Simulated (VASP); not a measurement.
# As (Pm-3m) in VASP: single point with PBEsol

Aim: the single point of As with PBEsol.

All numbers are computed with VASP 6.6.1; they aren't measurements. Logs are shortened: lines on timing, memory, paths and dates and some standing lists are left out, and cuts for length are marked.

### Step 1. The cell of the first run

Symmetry: Pm-3m, No. 221, cubic system. The conventional cell has a = 2.704 Å, b = 2.704 Å, c = 2.704 Å, α = 90.00°, β = 90.00°, γ = 90.00°. As (site symmetry m-3m) has 6 As at 2.70 Å within 3.6 Å.

### Step 2. Single point, PBEsol

File INCAR:

```
PREC = Accurate
ENCUT = 520
EDIFF = 1E-6
ISMEAR = 0
SIGMA = 0.15
LREAL = False
LASPH = True
NELM = 100
ALGO = Normal
ISIF = 2
LWAVE = False
LCHARG = True
GGA = PS
LELF = True
LVHAR = True
NBANDS = 8
```

File KPOINTS:

```
regular mesh
0
Gamma
  18 18 18
```

File POSCAR:

```
As
1.0
    2.7036817444      0.0000000000      0.0000000000
    0.0000000000      2.7036817444      0.0000000000
    0.0000000000      0.0000000000      2.7036817444
As
1
Direct
    0.5000000000      0.5000000000      0.5000000000
```

Potentials or basis: VASP PAW PBE potentials, release 64 (As).

Started as:

```
$ cat potpaw_PBE.64/As/POTCAR > POTCAR
$ mpirun -np 1 vasp_std > vasp.out
```

OUTCAR:

```text
PREC = Accurate
   ENCUT = 520
   EDIFF = 1E-6
   ISMEAR = 0
   LREAL = False
   LASPH = True
   NELM = 100
   ISIF = 2
   GGA = PS

 ion  position               nearest neighbor table
   1  0.500  0.500  0.500-

  LATTYP: Found a simple cubic cell.
 ALAT       =     2.7036817444

  Lattice vectors:

 A1 = (   2.7036817444,   0.0000000000,   0.0000000000)
 A2 = (   0.0000000000,   2.7036817444,   0.0000000000)
 A3 = (   0.0000000000,   0.0000000000,   2.7036817444)

Analysis of symmetry for initial positions (statically):
=====================================================================
 Subroutine PRICEL returns:
 Original cell was already a primitive cell.

 Routine SETGRP: Setting up the symmetry group for a
 simple cubic supercell.

 Subroutine GETGRP returns: Found 48 space group operations
 (whereof 48 operations were pure point group operations)
 out of a pool of 48 trial point group operations.

The static configuration has the point symmetry O_h .

Analysis of symmetry for dynamics (positions and initial velocities):
=====================================================================
 Subroutine PRICEL returns:
 Original cell was already a primitive cell.

 Routine SETGRP: Setting up the symmetry group for a
 simple cubic supercell.

 Subroutine GETGRP returns: Found 48 space group operations
 (whereof 48 operations were pure point group operations)
 out of a pool of 48 trial point group operations.

The dynamic configuration has the point symmetry O_h .

 Subroutine INISYM returns: Found 48 space group operations
 (whereof 48 operations are pure point group operations),
 and found     1 'primitive' translations

----------------------------------------------------------------------------------------

                                     Primitive cell

  volume of cell :      19.7636

  direct lattice vectors                    reciprocal lattice vectors
     2.703681744  0.000000000  0.000000000     0.369866018  0.000000000  0.000000000
     0.000000000  2.703681744  0.000000000     0.000000000  0.369866018  0.000000000
     0.000000000  0.000000000  2.703681744     0.000000000  0.000000000  0.369866018

  length of vectors
     2.703681744  2.703681744  2.703681744     0.369866018  0.369866018  0.369866018

  position of ions in fractional coordinates (direct lattice)
     0.500000000  0.500000000  0.500000000

  ion indices of the primitive-cell ions
   primitive index   ion index
                 1           1

----------------------------------------------------------------------------------------

 KPOINTS: regular mesh

Automatic generation of k-mesh.
 Grid dimensions read from file:
 generate k-points for:   18   18   18

 Generating k-lattice:

  Cartesian coordinates                     Fractional coordinates (reciprocal lattice)
     0.020548112  0.000000000  0.000000000     0.055555556  0.000000000  0.000000000
     0.000000000  0.020548112  0.000000000     0.000000000  0.055555556  0.000000000
     0.000000000  0.000000000  0.020548112     0.000000000  0.000000000  0.055555556

  Length of vectors
     0.020548112  0.020548112  0.020548112

  Shift w.r.t. Gamma in fractional coordinates (k-lattice)
     0.000000000  0.000000000  0.000000000

 Subroutine IBZKPT returns following result:
 ===========================================

 Found    220 irreducible k-points:

 Following reciprocal coordinates:
            Coordinates               Weight
  0.000000  0.000000  0.000000      1.000000
  0.055556  0.000000  0.000000      6.000000
  0.111111  0.000000  0.000000      6.000000
  0.166667  0.000000  0.000000      6.000000
  0.222222  0.000000  0.000000      6.000000
  0.277778  0.000000  0.000000      6.000000
[... 16 lines left out ...]
  0.277778  0.111111  0.000000     24.000000
  0.333333  0.111111  0.000000     24.000000
 [... further k-points ...]
   k-points           NKPTS =    220   k-points in BZ     NKDIM =    220   number of bands    NBANDS=      8
   number of dos      NEDOS =    301   number of ions     NIONS =      1
   total plane-waves  NPLWV =   8000
   dimension x,y,z NGX =    20 NGY =   20 NGZ =   20
   dimension x,y,z NGXF=    40 NGYF=   40 NGZF=   40
   ions per type =               1
   NGX,Y,Z   is equivalent  to a cutoff of  12.30, 12.30, 12.30 a.u.
   NGXF,Y,Z  is equivalent  to a cutoff of  24.60, 24.60, 24.60 a.u.
 SYSTEM =  unknown system
   PREC   = accura    normal or accurate (medium, high low for compatibility)
   ISTART =      0    job   : 0-new  1-cont  2-samecut
   ICHARG =      2    charge: 1-file 2-atom 10-const
   ISPIN  =      1    spin polarized calculation?
   LNONCOLLINEAR =      F non collinear calculations
   LSORBIT =      F    spin-orbit coupling
   LASPH  =      T    aspherical Exc in radial PAW
   ENCUT  =  520.0 eV  38.22 Ry    6.18 a.u.   5.03  5.03  5.03*2*pi/ulx,y,z
   NELM   =    100;   NELMIN=  2; NELMDL= -5     # of ELM steps
   EDIFF  = 0.1E-05   stopping-criterion for ELM
   LREAL  =      F    real-space projection
   EDIFFG = 0.1E-04   stopping-criterion for IOM
   NSW    =      0    number of steps for IOM
   IBRION =     -1    ionic relax: 0-MD 1-quasi-New 2-CG
   NFREE  =      0    steps in history (QN), initial steepest desc. (CG)
   ISIF   =      2    stress and relaxation
   ISYM   =      2    0-nonsym 1-usesym 2-fastsym
   POTIM  = 0.5000    time-step for ionic-motion
   TEBEG  =    0.0;   TEEND  =   0.0 temperature during run
   PSTRESS=    0.0 pullay stress
   NELECT =       5.0000    total number of electrons
   NUPDOWN=      -1.0000    fix difference up-down
   EMIN   =  10.00;   EMAX   =-10.00  energy-range for DOS
   EFERMI =   0.00;   METHOD = LEGACY
   ISMEAR =     0;   SIGMA  =   0.15  broadening in eV -4-tet -1-fermi 0-gaus
   EFERMI_NEDOS =   21; number of points for ismear=-14 and -15
   IALGO  =     38    algorithm
   IMIX   =      4    mixing-type and parameters
     AMIX     =   0.40;   BMIX     =  1.00
     AMIX_MAG =   1.60;   BMIX_MAG =  1.00
  volume/ion in A,a.u.               =      19.76       133.37
  Fermi-wavevector in a.u.,A,eV,Ry     =   1.035403  1.956627 14.586243  1.072059
  Thomas-Fermi vector in A             =   2.169744
   LORBIT       =      0    0 simple, 1 ext, 2 COOP (PROOUT), +10 PAW based schemes
   GGA     = PS    functional components
   LHFCALC =     F    Hartree Fock is set to
   AEXX    =    0.0000 exact exchange contribution
   IVDW    =     0    specifies the selected vdW correction
   LEPSILON=     F    determine dielectric tensor
   LRPA    =     F    only Hartree local field effects (RPA)
 non-spin polarized calculation
 Gauss-broadening in eV      SIGMA  =   0.15
  energy-cutoff  :      520.00
  volume of cell :       19.76
 maximum number of plane-waves:       554
   NGX = 11   NGY = 11   NGZ = 11

 number of electron       5.0000001 magnetization

 Free energy of the ion-electron system (eV)
  ---------------------------------------------------
  ext. energy  EPLUGINS =         0.00000000
  ---------------------------------------------------
  free energy    TOTEN  =        -5.03512874 eV

  energy without entropy =       -5.03032669  energy(sigma->0) =       -5.03272771

 E-fermi :   5.8701     XC(G=0): -10.5581

 val. band max:        5.8418407946   @ k =   0.1667   0.0000   0.0000
 cond. band min:       5.8930860362   @ k =   0.1667   0.0556   0.0000
 fundamental gap:      0.0512452417
 Fermi energy:         5.8700730306

 k-point     1 :       0.0000    0.0000    0.0000
  band No.  band energies     occupation
      1      -9.1843      2.00000
      2       9.9550      0.00000
      3       9.9550      0.00000
      4       9.9550      0.00000
      5      14.3106      0.00000
      6      14.3106      0.00000
      7      16.2048      0.00000
      8      30.7540      0.00000

 k-point     2 :       0.0556    0.0000    0.0000
  band No.  band energies     occupation
      1      -9.1273      2.00000
      2       9.1518      0.00000
      3      10.0055      0.00000
      4      10.0055      0.00000
      5      14.3619      0.00000
      6      14.9157      0.00000
      7      16.5541      0.00000
      8      29.7002      0.00000

 k-point     3 :       0.1111    0.0000    0.0000
  band No.  band energies     occupation
      1      -8.9570      2.00000
      2       7.5633      0.00000
      3      10.1548      0.00000
      4      10.1548      0.00000
      5      14.5147      0.00000
      6      15.5877      0.00000
      7      17.9158      0.00000
      8      28.0425      0.00000

 k-point     4 :       0.1667    0.0000    0.0000
  band No.  band energies     occupation
      1      -8.6762      2.00000
      2       5.8418      1.20990
      3      10.3963      0.00000
      4      10.3963      0.00000
      5      14.7655      0.00000
      6      16.0110      0.00000
      7      19.9174      0.00000
      8      26.4012      0.00000

 k-point     5 :       0.2222    0.0000    0.0000
  band No.  band energies     occupation
      1      -8.2910      2.00000
      2       4.1656      2.00000
      3      10.7175      0.00000
      4      10.7175      0.00000
      5      15.1077      0.00000
      6      16.4528      0.00000
      7      21.9774      0.00000
      8      24.8691      0.00000
[... 177 lines left out ...]
 k-point    22 :       0.2222    0.1111    0.0000
  band No.  band energies     occupation
      1      -8.0636      2.00000
      2       4.3744      2.00000
      3       8.3948      0.00000
      4      10.9158      0.00000
      5      15.9018      0.00000
      6      18.3766      0.00000
      7      21.2558      0.00000
      8      23.3072      0.00000

 k-point    23 :       0.2778    0.1111    0.0000
  band No.  band energies     occupation
      1      -7.5856      2.00000
      2       2.8141      2.00000
      3       8.8068      0.00000
      4      11.2946      0.00000
      5      16.3505      0.00000
      6      18.4663      0.00000
      7      20.8223      0.00000
      8      23.6809      0.00000

 k-point    24 :       0.3333    0.1111    0.0000
  band No.  band energies     occupation
      1      -7.0386      2.00000
      2       1.4101      2.00000
      3       9.2592      0.00000
      4      11.6977      0.00000
      5      16.8409      0.00000
      6      18.1345      0.00000
      7      20.5573      0.00000
      8      22.4993      0.00000

 [... further k-points ...]
[... 5 lines left out ...]
  --------------------------------------------------------------------------------------
  -------------------------------------------------------------------------------------
  Total       -0.1028624     -0.1028624     -0.1028624     -0.0000000      0.0000000     -0.0000000
  in kB       -8.3387382     -8.3387382     -8.3387382     -0.0000000      0.0000000     -0.0000000
  external PRESSURE =      -8.3387382 kB  Pullay stress =       0.0000000 kB

 VOLUME and BASIS-vectors are now :
 -----------------------------------------------------------------------------
  energy-cutoff  :      520.00
  volume of cell :       19.76
      direct lattice vectors                 reciprocal lattice vectors
     2.703681744  0.000000000  0.000000000     0.369866018  0.000000000  0.000000000
     0.000000000  2.703681744  0.000000000     0.000000000  0.369866018  0.000000000
     0.000000000  0.000000000  2.703681744     0.000000000  0.000000000  0.369866018

 POSITION                                       TOTAL-FORCE (eV/Angst)
 -----------------------------------------------------------------------------------
      1.35184      1.35184      1.35184         0.000000      0.000000      0.000000
 -----------------------------------------------------------------------------------
    total drift:                                0.000000      0.000000      0.000000

  FREE ENERGIE OF THE ION-ELECTRON SYSTEM (eV)
  ---------------------------------------------------
  free  energy   TOTEN  =        -5.0351287391 eV

  energy  without entropy=       -5.0303266887  energy(sigma->0) =       -5.03272771
```

It took 7.5 s on 1 thread of Intel Xeon 6975P-C (Granite Rapids), shared host; peak memory 0.15 GiB.

Results:

```
Free energy : -5.0351 eV
Pressure    : -0.8 GPa
```

Caveat: the PAW data sets were made with another functional, which shifts forces and pressure a little.
